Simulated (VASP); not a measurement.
# In3As (Pm-3m) in VASP: further runs

Runs on In3As. Level: r2SCAN. Tasks: single point.

Everything below comes from runs of VASP 6.6.1. Logs are shortened: lines on timing, memory, paths and dates and some standing lists are left out, and cuts for length are marked.

## (1) The cell of the first run

It takes space group Pm-3m (No. 221, cubic). Conventional cell: a = 4.609 Å, b = 4.609 Å, c = 4.609 Å, α = 90.00°, β = 90.00°, γ = 90.00°. Within 4.3 Å of In (site symmetry 4/mmm) lie 8 In at 3.26 Å and 4 As at 3.26 Å. Within 4.3 Å of As (site symmetry m-3m) lie 12 In at 3.26 Å.

## (2) Single point, r2SCAN

POSCAR

```
In3As
1.0
    4.6085424358      0.0000000000      0.0000000000
    0.0000000000      4.6085424358      0.0000000000
    0.0000000000      0.0000000000      4.6085424358
In As
3 1
Direct
    0.0000000000      0.5000000000      0.5000000000
    0.5000000000      0.0000000000      0.5000000000
    0.5000000000      0.5000000000      0.0000000000
    0.0000000000      0.0000000000      0.0000000000
```

INCAR.step1

```
SYSTEM = In3As
PREC = Accurate
ENCUT = 520
ISMEAR = -1
SIGMA = 0.1
LREAL = .False.
LASPH = .True.
NELM = 80
NBANDS = 30
GGA = PE
ALGO = Normal
EDIFF = 1E-4
LWAVE = .True.
LCHARG = .False.
```

INCAR.step2

```
SYSTEM = In3As
PREC = Accurate
ENCUT = 520
EDIFF = 1E-7
ISMEAR = -1
SIGMA = 0.1
LREAL = .False.
LASPH = .True.
NELM = 80
ALGO = Normal
ISIF = 2
LWAVE = .False.
LCHARG = .True.
METAGGA = R2SCAN
LMIXTAU = .True.
LELF = .True.
LVHAR = .True.
NBANDS = 30
ISTART = 1
```

KPOINTS

```
regular mesh
0
Gamma
  4 4 4
  0 0 0
```

Potentials or basis: VASP PAW PBE potentials, release 64 (In_d, As).

Launch:

```
cat potpaw_PBE.64/In_d/POTCAR potpaw_PBE.64/As/POTCAR > POTCAR
cp INCAR.step1 INCAR
mpirun -np 1 vasp_std > vasp.out
cp INCAR.step2 INCAR
mpirun -np 1 vasp_std > vasp.out
```

OUTCAR:

```text
SYSTEM = In3As
   PREC = Accurate
   ENCUT = 520
   EDIFF = 1E-7
   ISMEAR = -1
   LREAL = .False.
   LASPH = .True.
   NELM = 80
   ISIF = 2
   METAGGA = R2SCAN
   ISTART = 1

 ion  position               nearest neighbor table
   1  0.000  0.500  0.500-   2 3.26   3 3.26   4 3.26   3 3.26   4 3.26   2 3.26   4 3.26   4 3.26
                             2 3.26   3 3.26   3 3.26   2 3.26
   2  0.500  0.000  0.500-   1 3.26   3 3.26   4 3.26   3 3.26   4 3.26   1 3.26   3 3.26   3 3.26
                             1 3.26   4 3.26   4 3.26   1 3.26
   3  0.500  0.500  0.000-   1 3.26   2 3.26   4 3.26   1 3.26   2 3.26   2 3.26   4 3.26   2 3.26
                             1 3.26   4 3.26   1 3.26   4 3.26
   4  0.000  0.000  0.000-   1 3.26   2 3.26   3 3.26   1 3.26   2 3.26   1 3.26   3 3.26   1 3.26
                             2 3.26   3 3.26   2 3.26   3 3.26

  LATTYP: Found a simple cubic cell.
 ALAT       =     4.6085424358

  Lattice vectors:

 A1 = (   4.6085424358,   0.0000000000,   0.0000000000)
 A2 = (   0.0000000000,   4.6085424358,   0.0000000000)
 A3 = (   0.0000000000,   0.0000000000,   4.6085424358)

Analysis of symmetry for initial positions (statically):
=====================================================================
 Subroutine PRICEL returns:
 Original cell was already a primitive cell.

 Routine SETGRP: Setting up the symmetry group for a
 simple cubic supercell.

 Subroutine GETGRP returns: Found 48 space group operations
 (whereof 48 operations were pure point group operations)
 out of a pool of 48 trial point group operations.

The static configuration has the point symmetry O_h .

Analysis of symmetry for dynamics (positions and initial velocities):
=====================================================================
 Subroutine PRICEL returns:
 Original cell was already a primitive cell.

 Routine SETGRP: Setting up the symmetry group for a
 simple cubic supercell.

 Subroutine GETGRP returns: Found 48 space group operations
 (whereof 48 operations were pure point group operations)
 out of a pool of 48 trial point group operations.

The dynamic configuration has the point symmetry O_h .

 Subroutine INISYM returns: Found 48 space group operations
 (whereof 48 operations are pure point group operations),
 and found     1 'primitive' translations

----------------------------------------------------------------------------------------

                                     Primitive cell

  volume of cell :      97.8793

  direct lattice vectors                    reciprocal lattice vectors
     4.608542436  0.000000000  0.000000000     0.216988346  0.000000000  0.000000000
     0.000000000  4.608542436  0.000000000     0.000000000  0.216988346  0.000000000
     0.000000000  0.000000000  4.608542436     0.000000000  0.000000000  0.216988346

  length of vectors
     4.608542436  4.608542436  4.608542436     0.216988346  0.216988346  0.216988346

  position of ions in fractional coordinates (direct lattice)
     0.000000000  0.500000000  0.500000000
     0.500000000  0.000000000  0.500000000
     0.500000000  0.500000000  0.000000000
     0.000000000  0.000000000  0.000000000

  ion indices of the primitive-cell ions
   primitive index   ion index
                 1           1
                 2           2
                 3           3
                 4           4

----------------------------------------------------------------------------------------

 KPOINTS: regular mesh

Automatic generation of k-mesh.
 Grid dimensions read from file:
 generate k-points for:    4    4    4

 Generating k-lattice:

  Cartesian coordinates                     Fractional coordinates (reciprocal lattice)
     0.054247086  0.000000000  0.000000000     0.250000000  0.000000000  0.000000000
     0.000000000  0.054247086  0.000000000     0.000000000  0.250000000  0.000000000
     0.000000000  0.000000000  0.054247086     0.000000000  0.000000000  0.250000000

  Length of vectors
     0.054247086  0.054247086  0.054247086

  Shift w.r.t. Gamma in fractional coordinates (k-lattice)
     0.000000000  0.000000000  0.000000000

 Subroutine IBZKPT returns following result:
 ===========================================

 Found     10 irreducible k-points:

 Following reciprocal coordinates:
            Coordinates               Weight
  0.000000  0.000000  0.000000      1.000000
  0.250000  0.000000  0.000000      6.000000
  0.500000  0.000000  0.000000      3.000000
  0.250000  0.250000  0.000000     12.000000
  0.500000  0.250000  0.000000     12.000000
  0.500000  0.500000  0.000000      3.000000
  0.250000  0.250000  0.250000      8.000000
  0.500000  0.250000  0.250000     12.000000
  0.500000  0.500000  0.250000      6.000000
  0.500000  0.500000  0.500000      1.000000
   k-points           NKPTS =     10   k-points in BZ     NKDIM =     10   number of bands    NBANDS=     30
   number of dos      NEDOS =    301   number of ions     NIONS =      4
   total plane-waves  NPLWV =  46656
   dimension x,y,z NGX =    36 NGY =   36 NGZ =   36
   dimension x,y,z NGXF=    72 NGYF=   72 NGZF=   72
   ions per type =               3   1
   NGX,Y,Z   is equivalent  to a cutoff of  12.99, 12.99, 12.99 a.u.
   NGXF,Y,Z  is equivalent  to a cutoff of  25.97, 25.97, 25.97 a.u.
 SYSTEM =  In3As
   PREC   = accura    normal or accurate (medium, high low for compatibility)
   ISTART =      1    job   : 0-new  1-cont  2-samecut
   ICHARG =      0    charge: 1-file 2-atom 10-const
   ISPIN  =      1    spin polarized calculation?
   LNONCOLLINEAR =      F non collinear calculations
   LSORBIT =      F    spin-orbit coupling
   LASPH  =      T    aspherical Exc in radial PAW
   ENCUT  =  520.0 eV  38.22 Ry    6.18 a.u.   8.57  8.57  8.57*2*pi/ulx,y,z
   NELM   =     80;   NELMIN=  2; NELMDL=  0     # of ELM steps
   EDIFF  = 0.1E-06   stopping-criterion for ELM
   LREAL  =      F    real-space projection
   EDIFFG = 0.1E-05   stopping-criterion for IOM
   NSW    =      0    number of steps for IOM
   IBRION =     -1    ionic relax: 0-MD 1-quasi-New 2-CG
   NFREE  =      0    steps in history (QN), initial steepest desc. (CG)
   ISIF   =      2    stress and relaxation
   ISYM   =      2    0-nonsym 1-usesym 2-fastsym
   POTIM  = 0.5000    time-step for ionic-motion
   TEBEG  =    0.0;   TEEND  =   0.0 temperature during run
   PSTRESS=    0.0 pullay stress
   NELECT =      44.0000    total number of electrons
   NUPDOWN=      -1.0000    fix difference up-down
   EMIN   =  10.00;   EMAX   =-10.00  energy-range for DOS
   EFERMI =   0.00;   METHOD = LEGACY
   ISMEAR =    -1;   SIGMA  =   0.10  broadening in eV -4-tet -1-fermi 0-gaus
   EFERMI_NEDOS =   21; number of points for ismear=-14 and -15
   IALGO  =     38    algorithm
   IMIX   =      4    mixing-type and parameters
     AMIX     =   0.40;   BMIX     =  1.00
     AMIX_MAG =   1.60;   BMIX_MAG =  1.00
  volume/ion in A,a.u.               =      24.47       165.13
  Fermi-wavevector in a.u.,A,eV,Ry     =   1.254090  2.369887 21.398460  1.572742
  Thomas-Fermi vector in A             =   2.387912
   LORBIT       =      0    0 simple, 1 ext, 2 COOP (PROOUT), +10 PAW based schemes
   METAGGA = R2SCAN    functional components
   LHFCALC =     F    Hartree Fock is set to
   AEXX    =    0.0000 exact exchange contribution
   IVDW    =     0    specifies the selected vdW correction
   LEPSILON=     F    determine dielectric tensor
   LRPA    =     F    only Hartree local field effects (RPA)
 non-spin polarized calculation
  energy-cutoff  :      520.00
  volume of cell :       97.88
 maximum number of plane-waves:      2666
 NGX is ok and might be reduce to    36
   NGX = 17   NGY = 17   NGZ = 17

 number of electron      43.9999958 magnetization

 Free energy of the ion-electron system (eV)
  ---------------------------------------------------
  ext. energy  EPLUGINS =         0.00000000
  ---------------------------------------------------
  free energy    TOTEN  =       -82.01239798 eV

  energy without entropy =      -81.94100769  energy(sigma->0) =      -81.97670283

 E-fermi :   7.2924     XC(G=0): -11.0703

 val. band max:        6.9643143542   @ k =   0.5000   0.0000   0.0000
 cond. band min:       7.3134518364   @ k =   0.2500   0.0000   0.0000
 fundamental gap:      0.3491374822
 Fermi energy:         7.2923720399

 k-point     1 :       0.0000    0.0000    0.0000
  band No.  band energies     occupation
      1      -8.3545      2.00000
      2      -8.3368      2.00000
      3      -8.3368      2.00000
      4      -8.3368      2.00000
      5      -8.1438      2.00000
      6      -8.1438      2.00000
[... 22 lines left out ...]
     29      13.6398      0.00000
     30      14.6809      0.00000

 k-point     2 :       0.2500    0.0000    0.0000
  band No.  band energies     occupation
      1      -8.3235      2.00000
      2      -8.2862      2.00000
      3      -8.2598      2.00000
      4      -8.2598      2.00000
      5      -8.1340      2.00000
      6      -8.0930      2.00000
[... 22 lines left out ...]
     29      14.8905      0.00000
     30      14.9696      0.00000

 k-point     3 :       0.5000    0.0000    0.0000
  band No.  band energies     occupation
      1      -8.3093      2.00000
      2      -8.1881      2.00000
      3      -8.1114      2.00000
      4      -8.0946      2.00000
      5      -8.0946      2.00000
      6      -8.0333      2.00000
[... 22 lines left out ...]
     29      13.0059      0.00000
     30      13.8924      0.00000

 k-point     4 :       0.2500    0.2500    0.0000
  band No.  band energies     occupation
      1      -8.2715      2.00000
      2      -8.2595      2.00000
      3      -8.2235      2.00000
      4      -8.1942      2.00000
      5      -8.1095      2.00000
      6      -8.0578      2.00000
[... 154 lines left out ...]
     29      14.2113      0.00000
     30      14.5880      0.00000

 k-point     9 :       0.5000    0.5000    0.2500
  band No.  band energies     occupation
      1      -8.2253      2.00000
      2      -8.1912      2.00000
      3      -8.1912      2.00000
      4      -8.1842      2.00000
      5      -8.1248      2.00000
      6      -8.1248      2.00000
[... 22 lines left out ...]
     29      14.5271      0.00000
     30      16.0597      0.00000

 k-point    10 :       0.5000    0.5000    0.5000
  band No.  band energies     occupation
      1      -8.2955      2.00000
      2      -8.2204      2.00000
      3      -8.2204      2.00000
      4      -8.2204      2.00000
      5      -8.1487      2.00000
      6      -8.1487      2.00000
[... 22 lines left out ...]
     29      17.0064      0.00000
     30      17.0064      0.00000

------------------------ aborting loop because EDIFF is reached ----------------------------------------

  FORCE on cell =-STRESS in cart. coord.  units (eV):
  Direction    XX          YY          ZZ          XY          YZ          ZX
  --------------------------------------------------------------------------------------
  -------------------------------------------------------------------------------------
  Total        0.1582559      0.1582559      0.1582559     -0.0000000      0.0000000      0.0000000
  in kB        2.5904774      2.5904774      2.5904774     -0.0000000      0.0000000      0.0000000
  external PRESSURE =       2.5904774 kB  Pullay stress =       0.0000000 kB

 VOLUME and BASIS-vectors are now :
 -----------------------------------------------------------------------------
  energy-cutoff  :      520.00
  volume of cell :       97.88
      direct lattice vectors                 reciprocal lattice vectors
     4.608542436  0.000000000  0.000000000     0.216988346  0.000000000  0.000000000
     0.000000000  4.608542436  0.000000000     0.000000000  0.216988346  0.000000000
     0.000000000  0.000000000  4.608542436     0.000000000  0.000000000  0.216988346

 POSITION                                       TOTAL-FORCE (eV/Angst)
 -----------------------------------------------------------------------------------
      0.00000      2.30427      2.30427         0.000000      0.000000      0.000000
      2.30427      0.00000      2.30427         0.000000      0.000000      0.000000
      2.30427      2.30427      0.00000         0.000000      0.000000      0.000000
      0.00000      0.00000      0.00000         0.000000      0.000000      0.000000
 -----------------------------------------------------------------------------------
    total drift:                                0.000000      0.000000      0.000000

  FREE ENERGIE OF THE ION-ELECTRON SYSTEM (eV)
  ---------------------------------------------------
  free  energy   TOTEN  =       -82.0123979765 eV

  energy  without entropy=      -81.9410076886  energy(sigma->0) =      -81.97670283
```

It took 4 min on 1 thread of Intel Xeon 8259CL, shared host; peak memory 0.22 GiB.

What came out:

```
Free energy            : -82.0124 eV
Pressure               : 0.3 GPa
Band gap on the k mesh : zero (bands 22 and 23 overlap by 4.34 eV)
```

Caveat: the PAW data sets were made with another functional, which shifts forces and pressure a little; spin-orbit coupling is left out, which moves the levels of the heavy elements.

## (3) Single point, r2SCAN

This run uses another cell than the first one, of 25.49 Å³/atom.

POSCAR

```
In3As
1.0
    4.6716810000      0.0000000000      0.0000000000
    0.0000000000      4.6716810000      0.0000000000
    0.0000000000      0.0000000000      4.6716810000
In As
3 1
Direct
    0.0000000000      0.5000000000      0.5000000000
    0.5000000000      0.0000000000      0.5000000000
    0.5000000000      0.5000000000      0.0000000000
    0.0000000000      0.0000000000      0.0000000000
```

INCAR.step1

```
PREC = Accurate
ENCUT = 520
ISMEAR = -1
SIGMA = 0.1
LREAL = False
LASPH = True
NELM = 80
NBANDS = 30
GGA = PE
ALGO = Normal
EDIFF = 1E-4
LWAVE = True
LCHARG = False
```

INCAR.step2

```
PREC = Accurate
ENCUT = 520
EDIFF = 1E-6
ISMEAR = -1
SIGMA = 0.1
LREAL = False
LASPH = True
NELM = 80
ALGO = Normal
ISIF = 2
LWAVE = False
LCHARG = True
METAGGA = R2SCAN
LMIXTAU = True
LELF = True
LVHAR = True
NBANDS = 30
ISTART = 1
```

KPOINTS

```
regular mesh
0
Gamma
  4 4 4
```

Potentials or basis: VASP PAW PBE potentials, release 64 (In_d, As).

Launch:

```
cat potpaw_PBE.64/In_d/POTCAR potpaw_PBE.64/As/POTCAR > POTCAR
cp INCAR.step1 INCAR
mpirun -np 1 vasp_std > vasp.out
cp INCAR.step2 INCAR
mpirun -np 1 vasp_std > vasp.out
```

Run time: 3.3 min. Hardware: 1 thread of Intel Xeon 8259CL, shared host; peak memory 0.22 GiB.

Results (log left out):

```yaml
Free_energy: -81.9984 eV
Pressure: -1.5 GPa
Band_gap_on_the_k_mesh: zero (bands 22 and 23 overlap by 4.07 eV)
```

Levels at points of the mesh, in eV from the Fermi level:
| k point | band 18 | band 19 | band 20 | band 21 | band 22 | band 23 | band 24 | band 25 | band 26 | band 27 |
| --- | --- | --- | --- | --- | --- | --- | --- | --- | --- | --- |
| (0.00, 0.00, 0.00) | -3.31 | -3.31 | -3.31 | -2.04 | -2.04 | 1.90 | 1.90 | 1.90 | 4.62 | 4.62 |
| (0.50, 0.00, 0.00) | -4.64 | -1.99 | -1.99 | -1.33 | -0.30 | -0.30 | -0.27 | 1.46 | 4.71 | 4.71 |
| (0.50, 0.50, 0.00) | -6.37 | -6.30 | -1.15 | -0.48 | 0.25 | 0.25 | 1.69 | 1.82 | 1.82 | 1.94 |
| (0.50, 0.50, 0.50) | -4.56 | -4.56 | -4.39 | -4.39 | -4.39 | -3.82 | 4.72 | 4.72 | 4.72 | 9.01 |

Caveat: the PAW data sets were made with another functional, which shifts forces and pressure a little; spin-orbit coupling is left out, which moves the levels of the heavy elements.

(Part 1 of 3 ends here.)
